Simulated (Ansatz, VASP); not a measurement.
# One calculation of WS2, two programs

```
W S
1.0
     3.18352    0.00000    0.00000
    -1.59176    2.75701    0.00000
     0.00000    0.00000   16.95058
W S
1 2
Direct
  0.00000 0.00000 0.00000
  0.33333 0.66667 0.09200
  0.33333 0.66667 0.90800
```

Alike in both runs: task single point; functional PBE-based screened hybrid with a share of 0.4 of exact exchange and HFSCREEN = 0.2; k mesh 5 × 5 × 1; occupations fermi-dirac, width 0.05 eV; no spin polarisation.

|  | VASP | Ansatz |
| --- | --- | --- |
| version | VASP 6.6.1 | Ansatz 0.2.0 |
| potentials or method | VASP PAW PBE potentials, release 64 (W_sv, S) | Ansatz PAW |
| plane-wave cutoff (eV) | 520 | 420 |
| valence electrons in the cell | 26 | 26 |

Ansatz gave:

- gap on the k mesh at the Fermi level (eV): 3.21
- least direct gap on the mesh (eV): 3.72
- rms of the force components (eV/Å): 0.242

Task: Which values does VASP return?

Result: gap on the k mesh at the Fermi level (eV): 3.22; least direct gap on the mesh (eV): 3.71; rms of the force components (eV/Å): 0.285.

VASP's potentials were made for PBE, not for PBE-based screened hybrid. Atom by atom the forces differ by 0.043 eV/Å (rms over components). The functional is the same, so the differences come from potentials, cutoffs and numerics.

The k mesh is coarse, so the values compare programs but aren't converged. Spin-orbit coupling is off throughout. Noted on Ansatz's run: odd divisions of the mesh miss points on the zone boundary, where band edges often lie, so the gap on the mesh can be too wide.
